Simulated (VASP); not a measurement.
Write the native input for VASP 6.6.1 that does the following.

| Quantity | Value |
| --- | --- |
| Task | single point |
| Functional | PBE |
| Potentials or basis | VASP PAW PBE potentials, release 64 (K_sv, F) |
| Cutoff | 600 eV |
| k mesh | 8 × 8 × 8 |
| Occupations | methfessel-paxton, width 0.26 eV |
| Spin | no spin polarisation |
| Hubbard terms | F p U = 4.2 eV |
| Dipole correction | no |
| Further INCAR settings | ALGO = Normal; EDIFF = 1e-06; NBANDS = 15 |

The structure of KF lies in POSCAR:

```
KF
1.0
    0.0000000000      2.6544134050      2.6544134050
    2.6544134050      0.0000000000      2.6544134050
    2.6544134050      2.6544134050      0.0000000000
K F
1 1
Direct
    0.0000000000      0.0000000000      0.0000000000
    0.5000000000      0.5000000000      0.5000000000
```

These files were run (other wordings do the same):

INCAR

```
SYSTEM = KF
ALGO = Normal
EDIFF = 1E-6
ENCUT = 600
GGA = PE
GGA_COMPAT = .FALSE.
ISIF = 2
ISMEAR = 1
LASPH = .TRUE.
LCHARG = .FALSE.
LDAU = .TRUE.
LDAUJ = 0 0
LDAUL = -1 1
LDAUPRINT = 1
LDAUTYPE = 2
LDAUU = 0 4.2
LREAL = .FALSE.
LWAVE = .FALSE.
NBANDS = 15
NELM = 200
PREC = Accurate
SIGMA = 0.26
```

KPOINTS

```
k-points
0
G
  8 8 8
  0 0 0
```

Potentials or basis: VASP PAW PBE potentials, release 64 (K_sv, F).

Launch:

```sh
$ cat potpaw_PBE.64/K_sv/POTCAR potpaw_PBE.64/F/POTCAR > POTCAR
$ mpirun -np 1 vasp_std > vasp.out
```

Results of the run:

| Item | Value |
| --- | --- |
| Pressure | 1.2 GPa |
| Band gap on the k mesh | 6.67 eV |

Wall time 10 s on 1 thread of Intel(R) Xeon(R) 6975P-C (Granite Rapids) (shared host), peak memory 0.17 GiB.
